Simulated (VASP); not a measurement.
# MoH5 (P4/mmm) in VASP: a series of runs

Runs on MoH5. Level: PBE. Tasks: single point, relaxation of cell and atoms.

All numbers are computed with VASP 6.6.1; they aren't measurements. Logs are shortened: lines on timing, memory, paths and dates and some standing lists are left out, and cuts for length are marked.

## Step 1: The cell of the first run

The structure is tetragonal, space group P4/mmm (No. 123). Conventional cell: a = 3.167 Å, b = 3.167 Å, c = 3.291 Å, α = 90.00°, β = 90.00°, γ = 90.00°. H (site symmetry m2m) has 3 H at 1.28 to 1.36 Å within 1.7 Å. Within 2.2 Å of H (site symmetry 4/mmm) lie 2 Mo at 1.65 Å and 8 H at 1.72 Å. Mo (site symmetry 4/mmm) has 2 H at 1.65 Å within 2.2 Å.

## Step 2: Single point, PBE

INCAR

```
PREC = Accurate ; ENCUT = 520
EDIFF = 1E-6 ; ISMEAR = 0
SIGMA = 0.1 ; LREAL = F
LASPH = T ; NELM = 80
ALGO = Normal ; ISIF = 2
LWAVE = F ; LCHARG = T
GGA = PE ; LELF = T
LVHAR = T ; NBANDS = 18
```

KPOINTS

```
Automatic mesh
0
Gamma
  6 6 6
```

POSCAR

```
MoH5
1.0
    3.1670791415      0.0000000000      0.0000000000
    0.0000000000      3.1670791415      0.0000000000
    0.0000000000      0.0000000000      3.2912395228
H Mo
5 1
Direct
    0.2149085135      0.5000000000      0.0000000000
    0.7850914865      0.5000000000      0.0000000000
    0.5000000000      0.2149085135      0.0000000000
    0.5000000000      0.7850914865      0.0000000000
    0.0000000000      0.0000000000      0.0000000000
    0.0000000000      0.0000000000      0.5000000000
```

Potentials or basis: VASP PAW PBE potentials, release 64 (H, Mo_sv).

Run with:

```console
$ cat potpaw_PBE.64/H/POTCAR potpaw_PBE.64/Mo_sv/POTCAR > POTCAR
$ mpirun -np 1 vasp_std > vasp.out
```

OUTCAR:

```text
PREC = Accurate
   ENCUT = 520
   EDIFF = 1E-6
   ISMEAR = 0
   LREAL = F
   LASPH = T
   NELM = 80
   ISIF = 2
   GGA = PE

 ion  position               nearest neighbor table
   1  0.215  0.500  0.000-
   2  0.785  0.500  0.000-
   3  0.500  0.215  0.000-
   4  0.500  0.785  0.000-
   5  0.000  0.000  0.000-   6 1.65   6 1.65
   6  0.000  0.000  0.500-   5 1.65   5 1.65

  LATTYP: Found a simple tetragonal cell.
 ALAT       =     3.1670791415
 C/A-ratio  =     1.0392034350

  Lattice vectors:

 A1 = (   3.1670791415,   0.0000000000,   0.0000000000)
 A2 = (   0.0000000000,   3.1670791415,   0.0000000000)
 A3 = (   0.0000000000,   0.0000000000,   3.2912395228)

Analysis of symmetry for initial positions (statically):
=====================================================================
 Subroutine PRICEL returns:
 Original cell was already a primitive cell.

 Routine SETGRP: Setting up the symmetry group for a
 simple tetragonal supercell.

 Subroutine GETGRP returns: Found 16 space group operations
 (whereof 16 operations were pure point group operations)
 out of a pool of 16 trial point group operations.

The static configuration has the point symmetry D_4h.

Analysis of symmetry for dynamics (positions and initial velocities):
=====================================================================
 Subroutine PRICEL returns:
 Original cell was already a primitive cell.

 Routine SETGRP: Setting up the symmetry group for a
 simple tetragonal supercell.

 Subroutine GETGRP returns: Found 16 space group operations
 (whereof 16 operations were pure point group operations)
 out of a pool of 16 trial point group operations.

The dynamic configuration has the point symmetry D_4h.

 Subroutine INISYM returns: Found 16 space group operations
 (whereof 16 operations are pure point group operations),
 and found     1 'primitive' translations

----------------------------------------------------------------------------------------

                                     Primitive cell

  volume of cell :      33.0124

  direct lattice vectors                    reciprocal lattice vectors
     3.167079141  0.000000000  0.000000000     0.315748346  0.000000000  0.000000000
     0.000000000  3.167079141  0.000000000     0.000000000  0.315748346  0.000000000
     0.000000000  0.000000000  3.291239523     0.000000000  0.000000000  0.303836896

  length of vectors
     3.167079141  3.167079141  3.291239523     0.315748346  0.315748346  0.303836896

  position of ions in fractional coordinates (direct lattice)
     0.214908513  0.500000000  0.000000000
     0.785091487  0.500000000  0.000000000
     0.500000000  0.214908513  0.000000000
     0.500000000  0.785091487  0.000000000
     0.000000000  0.000000000  0.000000000
     0.000000000  0.000000000  0.500000000

  ion indices of the primitive-cell ions
   primitive index   ion index
                 1           1
                 2           2
                 3           3
                 4           4
                 5           5
                 6           6

----------------------------------------------------------------------------------------

 KPOINTS: Automatic mesh

Automatic generation of k-mesh.
 Grid dimensions read from file:
 generate k-points for:    6    6    6

 Generating k-lattice:

  Cartesian coordinates                     Fractional coordinates (reciprocal lattice)
     0.052624724  0.000000000  0.000000000     0.166666667  0.000000000  0.000000000
     0.000000000  0.052624724  0.000000000     0.000000000  0.166666667  0.000000000
     0.000000000  0.000000000  0.050639483     0.000000000  0.000000000  0.166666667

  Length of vectors
     0.052624724  0.052624724  0.050639483

  Shift w.r.t. Gamma in fractional coordinates (k-lattice)
     0.000000000  0.000000000  0.000000000

 Subroutine IBZKPT returns following result:
 ===========================================

 Found     40 irreducible k-points:

 Following reciprocal coordinates:
            Coordinates               Weight
[... 43 lines left out ...]

  energy without entropy =      -21.33107890  energy(sigma->0) =      -21.33692924

 E-fermi :   7.2027     XC(G=0): -11.6892

 val. band max:        7.1966638458   @ k =   0.5000   0.5000   0.1667
 cond. band min:       7.2256899655   @ k =   0.1667   0.0000   0.0000
 fundamental gap:      0.0290261197
 Fermi energy:         7.2026790582

 k-point     1 :       0.0000    0.0000    0.0000
  band No.  band energies     occupation
      1     -54.0092      2.00000
      2     -28.2012      2.00000
      3     -27.9341      2.00000
      4     -27.9341      2.00000
      5      -6.9286      2.00000
      6       1.0862      2.00000
[... 10 lines left out ...]
     17      22.4580      0.00000
     18      22.4580      0.00000

 k-point     2 :       0.1667    0.0000    0.0000
  band No.  band energies     occupation
      1     -54.0046      2.00000
      2     -28.1956      2.00000
      3     -27.9960      2.00000
      4     -27.9290      2.00000
      5      -6.5174      2.00000
      6       0.7328      2.00000
[... 10 lines left out ...]
     17      20.5761      0.00000
     18      20.5783      0.00000

 k-point     3 :       0.3333    0.0000    0.0000
  band No.  band energies     occupation
      1     -53.9952      2.00000
      2     -28.1843      2.00000
      3     -28.1179      2.00000
      4     -27.9187      2.00000
      5      -5.3215      2.00000
      6      -1.0954      2.00000
[... 10 lines left out ...]
     17      17.7631      0.00000
     18      21.8066      0.00000

 k-point     4 :       0.5000    0.0000    0.0000
  band No.  band energies     occupation
      1     -53.9906      2.00000
      2     -28.1787      2.00000
      3     -28.1780      2.00000
      4     -27.9136      2.00000
      5      -3.6033      2.00000
      6      -3.2561      2.00000
[... 375 lines left out ...]
      4     -27.9159      2.00000
      5      -5.4181      2.00000
      6       2.3304      2.00000
[... 10 lines left out ...]
     17      20.8939      0.00000
     18      21.9096      0.00000

 k-point    23 :       0.3333    0.0000    0.3333
  band No.  band energies     occupation
      1     -53.9811      2.00000
      2     -28.4238      2.00000
      3     -28.0975      2.00000
      4     -27.9061      2.00000
      5      -4.4982      2.00000
      6      -0.1891      2.00000
[... 10 lines left out ...]
     17      20.7427      0.00000
     18      21.9257      0.00000

 k-point    24 :       0.5000    0.0000    0.3333
  band No.  band energies     occupation
      1     -53.9765      2.00000
      2     -28.4150      2.00000
      3     -28.1554      2.00000
      4     -27.9012      2.00000
      5      -3.5567      2.00000
      6      -1.7232      2.00000
[... 10 lines left out ...]
     17      20.5681      0.00000
     18      21.8491      0.00000

 [... further k-points ...]
[... 5 lines left out ...]
  --------------------------------------------------------------------------------------
  -------------------------------------------------------------------------------------
  Total       -0.0293653     -0.0293653      0.0352624      0.0000000      0.0000000      0.0000000
  in kB       -1.4251726     -1.4251726      1.7113752      0.0000000      0.0000000      0.0000000
  external PRESSURE =      -0.3796567 kB  Pullay stress =       0.0000000 kB

 VOLUME and BASIS-vectors are now :
 -----------------------------------------------------------------------------
  energy-cutoff  :      520.00
  volume of cell :       33.01
      direct lattice vectors                 reciprocal lattice vectors
     3.167079141  0.000000000  0.000000000     0.315748346  0.000000000  0.000000000
     0.000000000  3.167079141  0.000000000     0.000000000  0.315748346  0.000000000
     0.000000000  0.000000000  3.291239523     0.000000000  0.000000000  0.303836896

 POSITION                                       TOTAL-FORCE (eV/Angst)
 -----------------------------------------------------------------------------------
      0.68063      1.58354      0.00000        -0.003635      0.000000      0.000000
      2.48645      1.58354      0.00000         0.003635     -0.000000      0.000000
      1.58354      0.68063      0.00000         0.000000     -0.003635     -0.000000
      1.58354      2.48645      0.00000         0.000000      0.003635      0.000000
      0.00000      0.00000      0.00000         0.000000      0.000000      0.000000
      0.00000      0.00000      1.64562         0.000000      0.000000      0.000000
 -----------------------------------------------------------------------------------
    total drift:                               -0.000000      0.000000      0.000000

  FREE ENERGIE OF THE ION-ELECTRON SYSTEM (eV)
  ---------------------------------------------------
  free  energy   TOTEN  =       -21.3427795881 eV

  energy  without entropy=      -21.3310788994  energy(sigma->0) =      -21.33692924
```

It took 12 s on 1 thread of AMD EPYC 9R45 (Zen 5), shared host; peak memory 0.12 GiB.

Results:

* Free energy: -21.3428 eV
* Pressure: 0.0 GPa
* Largest force: 0.004 eV/Å

Forces in eV/Å, atoms in the order of the input:
```
H   -0.004  0.000  0.000
H    0.004  0.000  0.000
H    0.000 -0.004  0.000
H    0.000  0.004  0.000
H    0.000  0.000  0.000
Mo   0.000  0.000  0.000
```

Levels at points of the mesh, in eV from the Fermi level:
```csv
k point,band 6,band 7,band 8,band 9,band 10,band 11,band 12,band 13
"(0.00, 0.00, 0.00)",-6.12,-4.00,0.65,0.65,1.01,1.01,1.14,2.13
"(0.50, 0.00, 0.00)",-10.46,-4.48,-1.34,-1.25,0.84,1.73,4.61,4.92
"(0.50, 0.50, 0.00)",-8.32,-6.34,-6.34,-0.78,-0.78,0.47,2.20,5.15
"(0.00, 0.00, 0.50)",-4.07,-2.30,-2.22,-2.22,-0.21,0.25,1.13,1.32
"(0.50, 0.00, 0.50)",-8.13,-2.32,-0.82,-0.01,0.80,1.04,1.09,1.46
"(0.50, 0.50, 0.50)",-7.64,-7.03,-4.07,-2.70,1.02,2.29,3.63,3.63
```

## Step 3: Single point, PBE

This run uses another cell than the first one, of 5.78 Å³/atom, 1.050 times its volume.

INCAR

```
SYSTEM = MoH5
PREC     = Accurate       ! precision mode
ENCUT    = 520            ! plane-wave cutoff, eV
EDIFF    = 1E-6           ! SCF threshold, eV
ISMEAR   = 0              ! smearing method
SIGMA    = 0.1            ! smearing width, eV
LREAL    = .False.        ! projectors in reciprocal space
LASPH    = .True.         ! aspherical terms in the spheres
NELM     = 60             ! most SCF steps
ALGO     = Normal         ! electronic algorithm
ISIF     = 2              ! what is computed and relaxed
LWAVE    = .False.        ! write WAVECAR
LCHARG   = .False.        ! write CHGCAR
GGA      = PE             ! functional
NBANDS   = 18             ! bands
```

KPOINTS

```
Automatic mesh
0
Gamma
  6 6 6
  0 0 0
```

POSCAR

```
MoH5
1.0
    3.7043419300      0.0000000000      0.0000000000
    0.0000000000      3.7043419300      0.0000000000
    0.0000000000      0.0000000000      2.5270501500
H Mo
5 1
Direct
    0.3701097700      0.5000000000      0.0000000000
    0.6298902300      0.5000000000      0.0000000000
    0.5000000000      0.3701097700      0.0000000000
    0.5000000000      0.6298902300      0.0000000000
    0.0000000000      0.0000000000      0.0000000000
    0.0000000000      0.0000000000      0.5000000000
```

Potentials or basis: VASP PAW PBE potentials, release 64 (H, Mo_sv).

Run with:

```console
$ cat potpaw_PBE.64/H/POTCAR potpaw_PBE.64/Mo_sv/POTCAR > POTCAR
$ mpirun -np 1 vasp_std > vasp.out
```

It took 13 s on 1 thread of AMD EPYC 9R45 (Zen 5), shared host; peak memory 0.12 GiB.

It converged, with:

* Free energy: -8.8452 eV
* Pressure: 93.8 GPa
* Largest force: 15.139 eV/Å

Forces in eV/Å, atoms in the order of the input:
```
H   -15.139   0.000   0.000
H    15.139   0.000   0.000
H     0.000 -15.139   0.000
H     0.000  15.139   0.000
H     0.000   0.000   0.000
Mo    0.000   0.000   0.000
```

Stress tensor (GPa, compression positive):
```
 48.07   0.00   0.00
  0.00  48.07   0.00
  0.00   0.00 185.26
```

Levels at points of the mesh, in eV from the Fermi level:
```
           k point  band 6  band 7  band 8  band 9  band 10  band 11  band 12  band 13
(0.00, 0.00, 0.00)  -12.19   -2.43   -2.33   -1.03    -1.03    -0.20     2.27     2.27
(0.50, 0.00, 0.00)  -12.24   -5.34   -3.02    0.53     1.29     1.99     2.30     3.92
(0.50, 0.50, 0.00)  -12.18   -3.69   -3.69   -0.75     0.74     1.99     2.06     2.06
(0.00, 0.00, 0.50)   -3.77   -3.77   -2.46   -0.36     0.57     0.98     2.80     2.80
(0.50, 0.00, 0.50)   -3.72   -3.20   -1.90   -0.66     0.34     0.99     1.29     1.76
(0.50, 0.50, 0.50)   -5.11   -5.11   -1.47    1.22     1.58     2.08     2.94     2.94
```

Caveat: the k points lie up to 0.41 Å⁻¹ apart; forces of over 1 eV/Å act on the atoms, so gaps and moduli don't describe the material at rest.

## Step 4: Relaxation of cell and atoms, PBE

This run uses another cell than the first one, of 5.78 Å³/atom, 1.050 times its volume.

INCAR

```
PREC = Accurate
ENCUT = 600
EDIFF = 1E-6
ISMEAR = 0
SIGMA = 0.1
LREAL = False
LASPH = True
NELM = 100
ALGO = Normal
ISIF = 3
LWAVE = False
LCHARG = False
GGA = PE
IBRION = 2
NSW = 90
EDIFFG = -0.04
```

KPOINTS

```
regular mesh
0
Gamma
  6 6 6
```

POSCAR is that of step 3.

Run with:

```console
$ cat potpaw_PBE.64/H/POTCAR potpaw_PBE.64/Mo_sv/POTCAR > POTCAR
$ mpirun -np 1 vasp_std > vasp.out
```

It took 1.8 min on 1 thread of AMD EPYC 9R45 (Zen 5), shared host; peak memory 0.14 GiB.

The run converged. Its results:

```yaml
Free_energy: -21.3967 eV
Relaxed_volume: 6.03 Å³/atom
Relaxed_cell: a = 3.291 Å, b = 3.291 Å, c = 3.341 Å, α = 90.00°, β = 90.00°, γ = 90.00°
Space_group_after_relaxing_to_0.05_Å: P4/mmm (No. 123)
Energy_gained_by_relaxing: 2090.2 meV/atom
Ionic_steps: 15
Pressure_after_relaxing: -0.2 GPa
Largest_force_after_relaxing: 0.004 eV/Å
```

Forces in eV/Å, atoms in the order of the input:
```
H   -0.004  0.000  0.000
H    0.004  0.000  0.000
H    0.000 -0.004  0.000
H    0.000  0.004  0.000
H    0.000  0.000  0.000
Mo   0.000  0.000  0.000
```

Stress tensor (GPa, compression positive):
```
-0.16  0.00  0.00
 0.00 -0.16  0.00
 0.00  0.00 -0.25
```

The path:
```tsv
step	energy change (eV)	largest force (eV/Å)	pressure (GPa)	volume (Å³)
1	0.0000	15.1312	94.06	34.68
2	-10.5416	0.8505	-16.76	53.91
3	-10.5435	0.8702	-16.82	53.99
4	-11.4512	1.0618	-12.73	47.22
5	-11.1837	3.3645	46.89	30.24
6	-12.0292	0.7830	-5.04	41.19
7	-12.1978	0.1886	11.63	35.54
8	-12.2231	0.2604	4.85	37.33
9	-12.4802	0.6523	5.64	36.07
10	-12.4844	0.5255	5.28	36.20
11	-12.5287	0.1274	-3.19	37.52
12	-12.5354	0.0433	-1.22	37.16
13	-12.5354	0.0534	-1.12	37.15
14	-12.5382	0.0342	-0.87	36.88
15	-12.5414	0.0043	-0.19	36.19
```

Final structure:
```yaml
crystal:
  lattice:
    - [3.29128, 0.00000, 0.00000]
    - [0.00000, 3.29128, 0.00000]
    - [0.00000, 0.00000, 3.34057]
  atoms:
    - { symbol: H, position: [0.14244, 0.50000, 0.00000] }
    - { symbol: H, position: [0.85756, 0.50000, 0.00000] }
    - { symbol: H, position: [0.50000, 0.14244, 0.00000] }
    - { symbol: H, position: [0.50000, 0.85756, 0.00000] }
    - { symbol: H, position: [0.00000, 0.00000, 0.00000] }
    - { symbol: Mo, position: [0.00000, 0.00000, 0.50000] }
```

Levels at points of the mesh, in eV from the Fermi level:
```tsv
k point	band 7	band 8	band 9	band 10	band 11	band 12
(0.00, 0.00, 0.00)	-5.56	0.53	0.53	0.95	0.96	2.61
(0.50, 0.00, 0.00)	-5.04	-1.06	-0.80	0.67	1.19	3.16
(0.50, 0.50, 0.00)	-8.27	-5.11	-0.74	-0.74	1.79	2.23
(0.00, 0.00, 0.50)	-3.70	-2.11	-1.80	-1.80	0.48	1.05
(0.50, 0.00, 0.50)	-2.19	-0.99	-0.09	0.01	0.91	0.96
(0.50, 0.50, 0.50)	-4.30	-2.50	-2.16	0.89	1.90	2.54
```

Caveat: the k points lie up to 0.32 Å⁻¹ apart in the final cell.

## Step 5: Single point, PBE

This run uses another cell than the first one, of 5.46 Å³/atom, 0.993 times its volume.

INCAR

```
  PREC = Accurate
  ENCUT = 520
  EDIFF = 1E-6
  ISMEAR = 0
  SIGMA = 0.1
  LREAL = False
  LASPH = True
  NELM = 60
  ALGO = Normal
  ISIF = 2
  LWAVE = False
  LCHARG = True
  GGA = PE
  LELF = True
  LVHAR = True
  NBANDS = 18
```

KPOINTS

```
Automatic mesh
0
Gamma
  12 12 12
```

POSCAR

```
MoH5
1.0
    3.1479162322      0.0000000000      0.0000000000
    0.0000000000      3.1479162322      0.0000000000
    0.0000000000      0.0000000000      3.3083301054
H Mo
5 1
Direct
    0.2119854274      0.5000000000      0.0000000000
    0.7880145726      0.5000000000      0.0000000000
    0.5000000000      0.2119854274      0.0000000000
    0.5000000000      0.7880145726      0.0000000000
    0.0000000000      0.0000000000      0.0000000000
    0.0000000000      0.0000000000      0.5000000000
```

Run with:

```console
$ cat potpaw_PBE.64/H/POTCAR potpaw_PBE.64/Mo_sv/POTCAR > POTCAR
$ mpirun -np 1 vasp_std > vasp.out
```

Run time: 48 s. Hardware: 1 thread of AMD EPYC 9R45 (Zen 5), shared host; peak memory 0.19 GiB.

Results (log left out):

- Free energy: -21.3973 eV
- Pressure: -0.1 GPa

Forces on the atoms (eV/Å):
```
H   -0.003  0.000  0.000
H    0.003  0.000  0.000
H    0.000 -0.003  0.000
H    0.000  0.003  0.000
H    0.000  0.000  0.000
Mo   0.000  0.000  0.000
```

Stress tensor (GPa, compression positive):
```
-0.14  0.00  0.00
 0.00 -0.14  0.00
 0.00  0.00  0.11
```

Levels at points of the mesh, in eV from the Fermi level:
| k point | band 6 | band 7 | band 8 | band 9 | band 10 | band 11 | band 12 | band 13 |
| --- | --- | --- | --- | --- | --- | --- | --- | --- |
| (0.00, 0.00, 0.00) | -6.01 | -4.03 | 0.67 | 0.67 | 1.13 | 1.13 | 1.24 | 2.13 |
| (0.50, 0.00, 0.00) | -10.48 | -4.42 | -1.31 | -1.25 | 0.87 | 1.78 | 4.68 | 5.02 |
| (0.50, 0.50, 0.00) | -8.22 | -6.44 | -6.44 | -0.82 | -0.82 | 0.46 | 2.31 | 5.27 |
| (0.00, 0.00, 0.50) | -4.10 | -2.31 | -2.15 | -2.15 | -0.11 | 0.10 | 1.05 | 1.40 |
| (0.50, 0.00, 0.50) | -8.29 | -2.33 | -0.74 | 0.04 | 0.81 | 1.02 | 1.18 | 1.50 |
| (0.50, 0.50, 0.50) | -7.74 | -6.93 | -4.14 | -2.72 | 1.02 | 2.40 | 3.61 | 3.61 |

## Step 6: Overview

```csv
task,cell,k mesh,cutoff (eV),gap on the mesh (eV),pressure (GPa)
single point,"a = 3.167, b = 3.167, c = 3.291 Å, 6 atoms",6 × 6 × 6,520,none,0.0
single point,"a = 3.704, b = 3.704, c = 2.527 Å, 6 atoms",6 × 6 × 6,520,none,93.8
relaxation of cell and atoms,"relaxed from a = 3.704, b = 3.704, c = 2.527 Å, 6 atoms",6 × 6 × 6,600,none,-0.2
single point,"a = 3.148, b = 3.148, c = 3.308 Å, 6 atoms",12 × 12 × 12,520,none,-0.1
```

Alike in all rows: level PBE; potentials or basis VASP PAW PBE potentials, release 64 (H, Mo_sv); no spin polarisation; smearing gaussian 0.1 eV.

Caveats: some runs use coarse meshes; forces of over 1 eV/Å act on the atoms, so gaps and moduli don't describe the material at rest (some runs).

Absolute energies hang on the potentials; compare differences alone.
